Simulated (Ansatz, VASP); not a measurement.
CdS: VASP beside Ansatz

File POSCAR:

```
CdS
1.0
    0.0000000000      2.8770830059      2.8770830059
    2.8770830059      0.0000000000      2.8770830059
    2.8770830059      2.8770830059      0.0000000000
Cd S
1 1
Direct
    0.0000000000      0.0000000000      0.0000000000
    0.7500000000      0.7500000000      0.7500000000
```

Contents of INCAR.step1:

```
PREC     = Accurate       # precision mode
ENCUT    = 520            # plane-wave cutoff, eV
EDIFF    = 1E-5           # SCF threshold, eV
ISMEAR   = -1             # smearing method
SIGMA    = 0.05           # smearing width, eV
LREAL    = False          # projectors in reciprocal space
LASPH    = True           # aspherical terms in the spheres
NELM     = 80             # most SCF steps
ALGO     = Normal         # electronic algorithm
ISIF     = 2              # what is computed and relaxed
LWAVE    = True           # write WAVECAR
LCHARG   = False          # write CHGCAR
NBANDS   = 16             # bands
GGA      = PE             # functional
```

File INCAR.step2:

```
PREC     = Accurate       # precision mode
ENCUT    = 520            # plane-wave cutoff, eV
EDIFF    = 1E-6           # SCF threshold, eV
ISMEAR   = -1             # smearing method
SIGMA    = 0.05           # smearing width, eV
LREAL    = False          # projectors in reciprocal space
LASPH    = True           # aspherical terms in the spheres
NELM     = 80             # most SCF steps
ALGO     = Normal         # electronic algorithm
ISIF     = 2              # what is computed and relaxed
LWAVE    = False          # write WAVECAR
LCHARG   = False          # write CHGCAR
GGA      = B5             # functional
LHFCALC  = True           # exact exchange
AEXX     = 0.5            # exact-exchange fraction
ALDAX    = 0.5          
AGGAX    = 0.5          
AGGAC    = 1.0          
ALDAC    = 0.0          
PRECFOCK = Normal       
NBANDS   = 16             # bands
ISTART   = 1
```

File KPOINTS:

```
regular mesh
0
Gamma
  4 4 4
```

The input input.yaml:

```yaml
crystal:
  lattice:
    - [0.0, 2.8770830059, 2.8770830059]
    - [2.8770830059, 0.0, 2.8770830059]
    - [2.8770830059, 2.8770830059, 0.0]
  atoms:
    - { symbol: Cd, position: [0.0, 0.0, 0.0] }
    - { symbol: S, position: [0.75, 0.75, 0.75] }
hamiltonian:
  xc: { name: BHLYP }
  pseudopotentials: { kind: paw }
kpoints:
  mp_grid: { grid: [4, 4, 4] }
scf:
  occupations: { method: fermi_dirac, width: 0.05 }
output:
  forces: true
  stress: true
  eigenvalues: true
  write_density: true
  write_potential: true
  elf: true
  volumetric_format: npy
```

Alike in both runs: task single point; functional BHLYP; k mesh 4 × 4 × 4; occupations fermi-dirac, width 0.05 eV; no spin polarisation.

```csv
,VASP,Ansatz
version,VASP 6.6.1,Ansatz 0.2.0
potentials or method,"VASP PAW PBE potentials, release 64 (Cd, S)",Ansatz PAW
plane-wave cutoff (eV),520,420
valence electrons in the cell,18,26
```

VASP gave:

| Property | Result |
| --- | --- |
| gap on the k mesh at the Fermi level (eV) | 4.84 |
| least direct gap on the mesh (eV) | 4.84 |
| pressure (GPa) | 7.0 |

**Question.** What did Ansatz give for the same quantities?

**Answer.** gap on the k mesh at the Fermi level (eV): 4.75; least direct gap on the mesh (eV): 4.75; pressure (GPa): 6.9.

VASP's potentials were made for PBE, not for BHLYP. The functional is the same, so the differences come from potentials, cutoffs and numerics. VASP's potentials hold 18 valence electrons a cell and Ansatz's 26, so a difference there can come from the potentials and not from the codes.

The k mesh is coarse, so the values compare programs but aren't converged.
